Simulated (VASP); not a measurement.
Here is a VASP 6.6.1 calculation.

The input POSCAR:

```
GaSb
1.0
    0.0000000000      3.1271963739      3.1271963739
    3.1271963739      0.0000000000      3.1271963739
    3.1271963739      3.1271963739      0.0000000000
Ga Sb
1 1
Direct
    0.0000000000      0.0000000000      0.0000000000
    0.2500000000      0.2500000000      0.2500000000
```

Contents of INCAR.step1:

```
SYSTEM = GaSb
PREC = Accurate
ENCUT = 520
ISMEAR = -1
SIGMA = 0.02
LREAL = .FALSE.
LASPH = .TRUE.
NELM = 150
MAGMOM = 0 0 0 0 0 0
LSORBIT = .TRUE.
GGA_COMPAT = .FALSE.
NBANDS = 30
GGA = PE
ALGO = Normal
EDIFF = 1E-4
LWAVE = .TRUE.
LCHARG = .FALSE.
```

File INCAR.step2:

```
SYSTEM = GaSb
PREC = Accurate
ENCUT = 520
EDIFF = 1E-6
ISMEAR = -1
SIGMA = 0.02
LREAL = .FALSE.
LASPH = .TRUE.
NELM = 150
ALGO = Normal
ISIF = 2
LWAVE = .FALSE.
LCHARG = .FALSE.
MAGMOM = 0 0 0 0 0 0
LORBIT = 11
LSORBIT = .TRUE.
GGA_COMPAT = .FALSE.
LORBMOM = .TRUE.
METAGGA = R2SCAN
LMIXTAU = .TRUE.
NBANDS = 30
ISTART = 1
```

The input KPOINTS:

```
regular mesh
0
G
  8 8 8
  0 0 0
```

Potentials or basis: VASP PAW PBE potentials, release 64 (Ga_d, Sb).

The run is started by

```bash
$ cat potpaw_PBE.64/Ga_d/POTCAR potpaw_PBE.64/Sb/POTCAR > POTCAR
$ cp INCAR.step1 INCAR
$ mpirun -np 1 vasp_ncl > vasp.out
$ cp INCAR.step2 INCAR
$ mpirun -np 1 vasp_ncl > vasp.out
```

Problem. What does it give for the net moment?

Solution. 0.00 μB per cell.

Problem. What does it give for the pressure?

Solution. -2.7 GPa.

Moments on the atoms (μB; x, y, z):
```
Ga  0.00 0.00 0.00
Sb  0.00 0.00 0.00
```

Caveat: the cell differs from its parent crystal (strain +2.0%); the PAW data sets were made with another functional, which shifts forces and pressure a little.
